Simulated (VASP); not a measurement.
# In (Pm-3m) in VASP: a series of runs

In is run at these levels: BLYP; tasks: single point, relaxation of cell and atoms.

Everything below comes from runs of VASP 6.6.1. Logs are shortened: lines on timing, memory, paths and dates and some standing lists are left out, and cuts for length are marked.

### 1 The cell of the first run

The structure is cubic, space group Pm-3m (No. 221). Conventional cell: a = 3.214 Å, b = 3.214 Å, c = 3.214 Å, α = 90.00°, β = 90.00°, γ = 90.00°. In (site symmetry m-3m) has 6 In at 3.21 Å within 4.2 Å.

This isn't the form of In at room conditions, which is tetragonal.

### 2 Single point, BLYP

File INCAR:

```
PREC     = Accurate       # precision mode
ENCUT    = 520            # plane-wave cutoff, eV
EDIFF    = 1E-7           # SCF threshold, eV
ISMEAR   = -1             # smearing method
SIGMA    = 0.1            # smearing width, eV
LREAL    = False          # projectors in reciprocal space
LASPH    = True           # aspherical terms in the spheres
NELM     = 100            # most SCF steps
ALGO     = Normal         # electronic algorithm
ISIF     = 2              # what is computed and relaxed
LWAVE    = False          # write WAVECAR
LCHARG   = False          # write CHGCAR
GGA      = B5             # functional
ALDAX    = 1.0          
AGGAX    = 1.0          
AGGAC    = 1.0          
ALDAC    = 0.0          
NBANDS   = 12             # bands
```

File KPOINTS:

```
Automatic mesh
0
Gamma
  10 10 10
```

File POSCAR:

```
In
1.0
    3.2136763473      0.0000000000      0.0000000000
    0.0000000000      3.2136763473      0.0000000000
    0.0000000000      0.0000000000      3.2136763473
In
1
Direct
    0.0000000000      0.0000000000      0.0000000000
```

Potentials or basis: VASP PAW PBE potentials, release 64 (In_d).

Command:

```
> cat potpaw_PBE.64/In_d/POTCAR > POTCAR
> mpirun -np 1 vasp_std > vasp.out
```

OUTCAR:

```text
PREC = Accurate
   ENCUT = 520
   EDIFF = 1E-7
   ISMEAR = -1
   LREAL = False
   LASPH = True
   NELM = 100
   ISIF = 2
   GGA = B5

 ion  position               nearest neighbor table
   1  0.000  0.000  0.000-

  LATTYP: Found a simple cubic cell.
 ALAT       =     3.2136763473

  Lattice vectors:

 A1 = (   3.2136763473,   0.0000000000,   0.0000000000)
 A2 = (   0.0000000000,   3.2136763473,   0.0000000000)
 A3 = (   0.0000000000,   0.0000000000,   3.2136763473)

Analysis of symmetry for initial positions (statically):
=====================================================================
 Subroutine PRICEL returns:
 Original cell was already a primitive cell.

 Routine SETGRP: Setting up the symmetry group for a
 simple cubic supercell.

 Subroutine GETGRP returns: Found 48 space group operations
 (whereof 48 operations were pure point group operations)
 out of a pool of 48 trial point group operations.

The static configuration has the point symmetry O_h .

Analysis of symmetry for dynamics (positions and initial velocities):
=====================================================================
 Subroutine PRICEL returns:
 Original cell was already a primitive cell.

 Routine SETGRP: Setting up the symmetry group for a
 simple cubic supercell.

 Subroutine GETGRP returns: Found 48 space group operations
 (whereof 48 operations were pure point group operations)
 out of a pool of 48 trial point group operations.

The dynamic configuration has the point symmetry O_h .

 Subroutine INISYM returns: Found 48 space group operations
 (whereof 48 operations are pure point group operations),
 and found     1 'primitive' translations

----------------------------------------------------------------------------------------

                                     Primitive cell

  volume of cell :      33.1899

  direct lattice vectors                    reciprocal lattice vectors
     3.213676347  0.000000000  0.000000000     0.311170103  0.000000000  0.000000000
     0.000000000  3.213676347  0.000000000     0.000000000  0.311170103  0.000000000
     0.000000000  0.000000000  3.213676347     0.000000000  0.000000000  0.311170103

  length of vectors
     3.213676347  3.213676347  3.213676347     0.311170103  0.311170103  0.311170103

  position of ions in fractional coordinates (direct lattice)
     0.000000000  0.000000000  0.000000000

  ion indices of the primitive-cell ions
   primitive index   ion index
                 1           1

----------------------------------------------------------------------------------------

 KPOINTS: Automatic mesh

Automatic generation of k-mesh.
 Grid dimensions read from file:
 generate k-points for:   10   10   10

 Generating k-lattice:

  Cartesian coordinates                     Fractional coordinates (reciprocal lattice)
     0.031117010  0.000000000  0.000000000     0.100000000  0.000000000  0.000000000
     0.000000000  0.031117010  0.000000000     0.000000000  0.100000000  0.000000000
     0.000000000  0.000000000  0.031117010     0.000000000  0.000000000  0.100000000

  Length of vectors
     0.031117010  0.031117010  0.031117010

  Shift w.r.t. Gamma in fractional coordinates (k-lattice)
     0.000000000  0.000000000  0.000000000

 Subroutine IBZKPT returns following result:
 ===========================================

 Found     56 irreducible k-points:

 Following reciprocal coordinates:
            Coordinates               Weight
  0.000000  0.000000  0.000000      1.000000
  0.100000  0.000000  0.000000      6.000000
  0.200000  0.000000  0.000000      6.000000
  0.300000  0.000000  0.000000      6.000000
  0.400000  0.000000  0.000000      6.000000
  0.500000  0.000000  0.000000      3.000000
[... 16 lines left out ...]
  0.200000  0.100000  0.100000     24.000000
  0.300000  0.100000  0.100000     24.000000
 [... further k-points ...]
   k-points           NKPTS =     56   k-points in BZ     NKDIM =     56   number of bands    NBANDS=     12
   number of dos      NEDOS =    301   number of ions     NIONS =      1
   total plane-waves  NPLWV =  13824
   dimension x,y,z NGX =    24 NGY =   24 NGZ =   24
   dimension x,y,z NGXF=    48 NGYF=   48 NGZF=   48
   ions per type =               1
   NGX,Y,Z   is equivalent  to a cutoff of  12.42, 12.42, 12.42 a.u.
   NGXF,Y,Z  is equivalent  to a cutoff of  24.83, 24.83, 24.83 a.u.
 SYSTEM =  unknown system
   PREC   = accura    normal or accurate (medium, high low for compatibility)
   ISTART =      0    job   : 0-new  1-cont  2-samecut
   ICHARG =      2    charge: 1-file 2-atom 10-const
   ISPIN  =      1    spin polarized calculation?
   LNONCOLLINEAR =      F non collinear calculations
   LSORBIT =      F    spin-orbit coupling
   LASPH  =      T    aspherical Exc in radial PAW
   ENCUT  =  520.0 eV  38.22 Ry    6.18 a.u.   5.98  5.98  5.98*2*pi/ulx,y,z
   NELM   =    100;   NELMIN=  2; NELMDL= -5     # of ELM steps
   EDIFF  = 0.1E-06   stopping-criterion for ELM
   LREAL  =      F    real-space projection
   EDIFFG = 0.1E-05   stopping-criterion for IOM
   NSW    =      0    number of steps for IOM
   IBRION =     -1    ionic relax: 0-MD 1-quasi-New 2-CG
   NFREE  =      0    steps in history (QN), initial steepest desc. (CG)
   ISIF   =      2    stress and relaxation
   ISYM   =      2    0-nonsym 1-usesym 2-fastsym
   POTIM  = 0.5000    time-step for ionic-motion
   TEBEG  =    0.0;   TEEND  =   0.0 temperature during run
   PSTRESS=    0.0 pullay stress
   NELECT =      13.0000    total number of electrons
   NUPDOWN=      -1.0000    fix difference up-down
   EMIN   =  10.00;   EMAX   =-10.00  energy-range for DOS
   EFERMI =   0.00;   METHOD = LEGACY
   ISMEAR =    -1;   SIGMA  =   0.10  broadening in eV -4-tet -1-fermi 0-gaus
   EFERMI_NEDOS =   21; number of points for ismear=-14 and -15
   IALGO  =     38    algorithm
   IMIX   =      4    mixing-type and parameters
     AMIX     =   0.40;   BMIX     =  1.00
     AMIX_MAG =   1.60;   BMIX_MAG =  1.00
  volume/ion in A,a.u.               =      33.19       223.98
  Fermi-wavevector in a.u.,A,eV,Ry     =   1.197808  2.263529 19.520872  1.434744
  Thomas-Fermi vector in A             =   2.333713
   LORBIT       =      0    0 simple, 1 ext, 2 COOP (PROOUT), +10 PAW based schemes
   GGA     = B5    functional components
   LHFCALC =     F    Hartree Fock is set to
   AEXX    =    0.0000 exact exchange contribution
   IVDW    =     0    specifies the selected vdW correction
   LEPSILON=     F    determine dielectric tensor
   LRPA    =     F    only Hartree local field effects (RPA)
 non-spin polarized calculation
  energy-cutoff  :      520.00
  volume of cell :       33.19
 maximum number of plane-waves:       916
 NGX is ok and might be reduce to    24
   NGX = 11   NGY = 11   NGZ = 11

 number of electron      13.0000003 magnetization

 Free energy of the ion-electron system (eV)
  ---------------------------------------------------
  ext. energy  EPLUGINS =         0.00000000
  ---------------------------------------------------
  free energy    TOTEN  =        -1.86444088 eV

  energy without entropy =       -1.84442596  energy(sigma->0) =       -1.85443342

 E-fermi :   5.5334     XC(G=0):  -8.4854

 val. band max:        5.4955028066   @ k =   0.4000   0.3000   0.2000
 cond. band min:       5.5593254147   @ k =   0.4000   0.4000   0.1000
 fundamental gap:      0.0638226081
 Fermi energy:         5.5333843805

 k-point     1 :       0.0000    0.0000    0.0000
  band No.  band energies     occupation
      1      -9.3394      2.00000
      2      -9.3394      2.00000
      3      -8.8561      2.00000
      4      -8.8561      2.00000
      5      -8.8561      2.00000
      6      -2.7521      2.00000
      7      11.8626      0.00000
      8      11.8626      0.00000
      9      11.8626      0.00000
     10      15.1990      0.00000
     11      15.1990      0.00000
     12      16.1894      0.00000

 k-point     2 :       0.1000    0.0000    0.0000
  band No.  band energies     occupation
      1      -9.3367      2.00000
      2      -9.3052      2.00000
      3      -8.8687      2.00000
      4      -8.8687      2.00000
      5      -8.8551      2.00000
      6      -2.6054      2.00000
      7      10.2708      0.00000
      8      12.0231      0.00000
      9      12.0231      0.00000
     10      15.3033      0.00000
     11      15.8416      0.00000
     12      17.4568      0.00000

 k-point     3 :       0.2000    0.0000    0.0000
  band No.  band energies     occupation
      1      -9.3297      2.00000
      2      -9.2160      2.00000
      3      -8.9015      2.00000
      4      -8.9015      2.00000
      5      -8.8523      2.00000
      6      -2.1643      2.00000
      7       7.8637      0.00000
      8      12.4841      0.00000
      9      12.4841      0.00000
     10      15.6185      0.00000
     11      16.2053      0.00000
     12      20.4291      0.00000
[... 286 lines left out ...]
 k-point    23 :       0.2000    0.1000    0.1000
  band No.  band energies     occupation
      1      -9.2769      2.00000
      2      -9.1921      2.00000
      3      -8.9163      2.00000
      4      -8.9139      2.00000
      5      -8.8776      2.00000
      6      -1.8725      2.00000
      7       8.1481      0.00000
      8      10.9027      0.00000
      9      11.1595      0.00000
     10      17.5720      0.00000
     11      17.9288      0.00000
     12      20.1518      0.00000

 k-point    24 :       0.3000    0.1000    0.1000
  band No.  band energies     occupation
      1      -9.2685      2.00000
      2      -9.0798      2.00000
      3      -8.9585      2.00000
      4      -8.9554      2.00000
      5      -8.8738      2.00000
      6      -1.1482      2.00000
      7       5.8960      0.05185
      8      11.5720      0.00000
      9      11.8561      0.00000
     10      17.6500      0.00000
     11      17.7425      0.00000
     12      19.0954      0.00000

 [... further k-points ...]

------------------------ aborting loop because EDIFF is reached ----------------------------------------

  FORCE on cell =-STRESS in cart. coord.  units (eV):
  Direction    XX          YY          ZZ          XY          YZ          ZX
  --------------------------------------------------------------------------------------
  -------------------------------------------------------------------------------------
  Total       -0.0091145     -0.0091145     -0.0091145     -0.0000000      0.0000000      0.0000000
  in kB       -0.4399845     -0.4399845     -0.4399845     -0.0000000      0.0000000      0.0000000
  external PRESSURE =      -0.4399845 kB  Pullay stress =       0.0000000 kB

 VOLUME and BASIS-vectors are now :
 -----------------------------------------------------------------------------
  energy-cutoff  :      520.00
  volume of cell :       33.19
      direct lattice vectors                 reciprocal lattice vectors
     3.213676347  0.000000000  0.000000000     0.311170103  0.000000000  0.000000000
     0.000000000  3.213676347  0.000000000     0.000000000  0.311170103  0.000000000
     0.000000000  0.000000000  3.213676347     0.000000000  0.000000000  0.311170103

 POSITION                                       TOTAL-FORCE (eV/Angst)
 -----------------------------------------------------------------------------------
      0.00000      0.00000      0.00000         0.000000      0.000000      0.000000
 -----------------------------------------------------------------------------------
    total drift:                                0.000000     -0.000000     -0.000000

  FREE ENERGIE OF THE ION-ELECTRON SYSTEM (eV)
  ---------------------------------------------------
  free  energy   TOTEN  =        -1.8644408758 eV

  energy  without entropy=       -1.8444259616  energy(sigma->0) =       -1.85443342
```

Wall time 38 s (1 thread of AMD EPYC 7R13, shared host); peak memory 0.12 GiB.

What came out:

```yaml
Free_energy: -1.8644 eV
Pressure: 0.0 GPa
Band_gap_on_the_k_mesh: zero (an odd number of electrons rules out a gap without spin polarisation)
```

Caveat: the PAW data sets were made with another functional, which shifts forces and pressure a little; spin-orbit coupling is left out, which moves the levels of the heavy elements.

### 3 Relaxation of cell and atoms, BLYP

This run uses another cell than the first one, of 28.24 Å³/atom.

File INCAR:

```
SYSTEM = In
AGGAC = 1.0
AGGAX = 1.0
ALDAC = 0.0
ALDAX = 1.0
ALGO = Normal
EDIFF = 1E-6
EDIFFG = -0.01
ENCUT = 600
GGA = B5
IBRION = 2
ISIF = 3
ISMEAR = -1
LASPH = .True.
LCHARG = .False.
LREAL = .False.
LWAVE = .False.
NELM = 80
NSW = 80
PREC = Accurate
SIGMA = 0.1
```

File KPOINTS:

```
k-points
0
Gamma
  10 10 10
  0 0 0
```

File POSCAR:

```
In
1.0
    3.0450626401      0.0000000000      0.0000000000
    0.0000000000      3.0450626401      0.0000000000
    0.0000000000      0.0000000000      3.0450626401
In
1
Direct
    0.0000000000      0.0000000000      0.0000000000
```

Potentials or basis: VASP PAW PBE potentials, release 64 (In_d).

Command:

```
> cat potpaw_PBE.64/In_d/POTCAR > POTCAR
> mpirun -np 1 vasp_std > vasp.out
```

Run time: 3.2 min. Hardware: 1 thread of AMD EPYC 7R13, shared host; peak memory 0.12 GiB.

The run converged. Its results:

- Free energy: -1.8634 eV
- Relaxed volume: 33.04 Å³/atom
- Relaxed cell: a = 3.209 Å, b = 3.209 Å, c = 3.209 Å, α = 90.00°, β = 90.00°, γ = 90.00°
- Space group after relaxing (to 0.1 Å): Pm-3m (No. 221)
- Energy gained by relaxing: 63.4 meV/atom
- Ionic steps: 16
- Pressure after relaxing: 0.0 GPa
- Band gap on the k mesh: zero (an odd number of electrons rules out a gap without spin polarisation)

Step by step:
| step | energy change (eV) | largest force (eV/Å) | pressure (GPa) | volume (Å³) |
| --- | --- | --- | --- | --- |
| 1 | 0.0000 | 0.0000 | 5.07 | 28.24 |
| 2 | -0.0613 | 0.0000 | 0.64 | 32.05 |
| 3 | -0.0634 | 0.0000 | -0.05 | 33.13 |
| 4 | -0.0634 | 0.0000 | 0.05 | 33.02 |
| 5 | -0.0634 | 0.0000 | 0.06 | 33.03 |
| 6 | -0.0634 | 0.0000 | 0.08 | 33.03 |
| 7 | -0.0634 | 0.0000 | 0.05 | 33.03 |
| 8 | -0.0634 | 0.0000 | 0.05 | 33.03 |
| 9 | -0.0634 | 0.0000 | 0.05 | 33.03 |
| 10 | -0.0634 | 0.0000 | 0.05 | 33.03 |
| 11 | -0.0634 | 0.0000 | 0.05 | 33.03 |
| 12 | -0.0634 | 0.0000 | 0.05 | 33.03 |
| 13 | -0.0634 | 0.0000 | 0.06 | 33.03 |
| 14 | -0.0634 | 0.0000 | 0.07 | 33.03 |
| 15 | -0.0634 | 0.0000 | 0.08 | 33.03 |
| 16 | -0.0634 | 0.0000 | 0.04 | 33.04 |

Final structure:
```
In
1.0
     3.20873    0.00000    0.00000
     0.00000    3.20873    0.00000
     0.00000    0.00000    3.20873
In
1
Cartesian
  0.0000 0.0000 0.0000
```

Levels at points of the mesh, in eV from the Fermi level:
```csv
k point,band 3,band 4,band 5,band 6,band 7,band 8,band 9,band 10
"(0.00, 0.00, 0.00)",-14.39,-14.39,-14.39,-8.31,6.35,6.35,6.35,9.69
"(0.50, 0.00, 0.00)",-14.52,-14.52,-14.38,-5.42,-2.77,8.77,8.77,12.20
"(0.50, 0.50, 0.00)",-14.50,-14.50,-14.24,-2.40,-0.51,-0.51,4.15,11.42
"(0.50, 0.50, 0.50)",-14.68,-14.23,-14.23,1.04,1.69,1.69,1.69,6.93
```

Caveat: the volume moved by over 15 % at a fixed basis, so the end points are rough; the PAW data sets were made with another functional, which shifts forces and pressure a little; spin-orbit coupling is left out, which moves the levels of the heavy elements.

### 4 Single point, BLYP (29.21 Å³/atom)

This run uses another cell than the first one, of 29.21 Å³/atom.

File INCAR:

```
PREC = Accurate ; ENCUT = 520
EDIFF = 1E-6 ; ISMEAR = -1
SIGMA = 0.1 ; LREAL = F
LASPH = T ; NELM = 60
ALGO = Normal ; ISIF = 2
LWAVE = F ; LCHARG = F
GGA = B5 ; ALDAX = 1.0
AGGAX = 1.0 ; AGGAC = 1.0
ALDAC = 0.0 ; NBANDS = 12
```

File KPOINTS:

```
Automatic mesh
0
Gamma
  16 16 16
```

File POSCAR:

```
In
1.0
    3.0796145329      0.0000000000      0.0000000000
    0.0000000000      3.0796145329      0.0000000000
    0.0000000000      0.0000000000      3.0796145329
In
1
Direct
    0.0000000000      0.0000000000      0.0000000000
```

Command:

```
> cat potpaw_PBE.64/In_d/POTCAR > POTCAR
> mpirun -np 1 vasp_std > vasp.out
```

Wall time 87 s (1 thread of AMD EPYC 7R13, shared host); peak memory 0.15 GiB.

It converged, with:

- Free energy: -1.8153 eV
- Pressure: 3.6 GPa
- Band gap on the k mesh: zero (an odd number of electrons rules out a gap without spin polarisation)

Levels at points of the mesh, in eV from the Fermi level:
```csv
k point,band 3,band 4,band 5,band 6,band 7,band 8,band 9,band 10
"(0.00, 0.00, 0.00)",-14.34,-14.34,-14.34,-8.93,7.02,7.02,7.02,10.47
"(0.50, 0.00, 0.00)",-14.52,-14.52,-14.32,-5.51,-3.18,9.87,9.87,12.84
"(0.50, 0.50, 0.00)",-14.50,-14.50,-14.14,-1.95,-0.61,-0.61,4.26,13.14
"(0.50, 0.50, 0.50)",-14.76,-14.13,-14.13,1.92,1.92,1.92,2.22,7.34
```

Caveat: the cell stands under pressure; the PAW data sets were made with another functional, which shifts forces and pressure a little; spin-orbit coupling is left out, which moves the levels of the heavy elements.

### 5 Single point, BLYP (30.53 Å³/atom)

This run uses another cell than the first one, of 30.53 Å³/atom.

File INCAR:

```
SYSTEM = In
PREC = Accurate
ENCUT = 520
EDIFF = 1E-6
ISMEAR = -1
SIGMA = 0.1
LREAL = .FALSE.
LASPH = .TRUE.
NELM = 80
ALGO = Normal
ISIF = 2
LWAVE = .FALSE.
LCHARG = .FALSE.
GGA = B5
ALDAX = 1.0
AGGAX = 1.0
AGGAC = 1.0
ALDAC = 0.0
NBANDS = 12
```

File KPOINTS:

```
regular mesh
0
G
  16 16 16
  0 0 0
```

File POSCAR:

```
In
1.0
    3.1255857064      0.0000000000      0.0000000000
    0.0000000000      3.1255857064      0.0000000000
    0.0000000000      0.0000000000      3.1255857064
In
1
Direct
    0.0000000000      0.0000000000      0.0000000000
```

Command:

```
> cat potpaw_PBE.64/In_d/POTCAR > POTCAR
> mpirun -np 1 vasp_std > vasp.out
```

Run time: 79 s. Hardware: 1 thread of AMD EPYC 7R13, shared host; peak memory 0.15 GiB.

It converged, with:

| Quantity | Value |
| --- | --- |
| Free energy | -1.8396 eV |
| Pressure | 2.1 GPa |
| Band gap on the k mesh | zero (an odd number of electrons rules out a gap without spin polarisation) |

Levels at points of the mesh, in eV from the Fermi level:
```csv
k point,band 4,band 5,band 6,band 7,band 8,band 9
"(0.00, 0.00, 0.00)",-14.34,-14.34,-8.68,6.78,6.78,6.78
"(0.50, 0.00, 0.00)",-14.51,-14.33,-5.47,-3.02,9.48,9.48
"(0.50, 0.50, 0.00)",-14.48,-14.17,-2.11,-0.56,-0.56,4.23
"(0.50, 0.50, 0.50)",-14.16,-14.16,1.78,1.84,1.84,1.84
```

Caveat: the PAW data sets were made with another functional, which shifts forces and pressure a little; spin-orbit coupling is left out, which moves the levels of the heavy elements.

### 6 The runs side by side

| task | cell | k mesh | cutoff (eV) | gap on the mesh (eV) | pressure (GPa) |
| --- | --- | --- | --- | --- | --- |
| single point | a = 3.214 Å, 1 atom | 10 × 10 × 10 | 520 | none | 0.0 |
| relaxation of cell and atoms | relaxed from a = 3.045 Å, 1 atom | 10 × 10 × 10 | 600 | none | 0.0 |
| single point | a = 3.080 Å, 1 atom | 16 × 16 × 16 | 520 | none | 3.6 |
| single point | a = 3.126 Å, 1 atom | 16 × 16 × 16 | 520 | none | 2.1 |

Alike in all rows: level BLYP; potentials or basis VASP PAW PBE potentials, release 64 (In_d); no spin polarisation; smearing fermi-dirac 0.1 eV.

Caveats: the PAW data sets were made with another functional, which shifts forces and pressure a little; spin-orbit coupling is left out, which moves the levels of the heavy elements; the volume moved by over 15 % at a fixed basis, so the end points are rough (at least some runs); the cell stands under pressure (at least some runs).

Total energies depend on the potentials used, so only differences within one code and one set of settings carry meaning.
